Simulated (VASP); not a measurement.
Ba: single point with r2SCAN

Ba:

```
Ba
1.0
     0.00000    3.23267    3.23267
     3.23267    0.00000    3.23267
     3.23267    3.23267    0.00000
Ba
1
Direct
  0.00000 0.00000 0.00000
```

```yaml
Program: VASP 6.6.1
Task: single point
Functional: r2SCAN
Potentials_or_basis: VASP PAW PBE potentials, release 64 (Ba_sv)
Cutoff: 520 eV
k_mesh: 12 × 12 × 12
Occupations: fermi-dirac, width 0.1 eV
Spin: no spin polarisation
```

```yaml
Pressure: 0.0 GPa
Band_gap_on_the_k_mesh: zero (band 5 reaches 1.64 eV, above the bottom of band 6 at 1.49 eV)
```

Levels at points of the mesh, in eV from the Fermi level:
```tsv
k point	band 3	band 4	band 5	band 6	band 7	band 8
(0.00, 0.00, 0.00)	-14.66	-14.66	-2.93	1.94	1.94	1.94
(0.50, 0.00, 0.00)	-14.71	-14.71	-0.93	0.77	1.75	1.75
(0.50, 0.50, 0.00)	-14.80	-14.80	-0.82	-0.08	1.82	4.57
```

Wall time 4.6 min on 1 thread of AMD EPYC 9R45 (Zen 5), with other jobs on the host, peak memory 0.2 GiB.

Caveat: the PAW data sets were made with another functional, which shifts forces and pressure a little; spin-orbit coupling is left out, which moves the levels of the heavy elements.
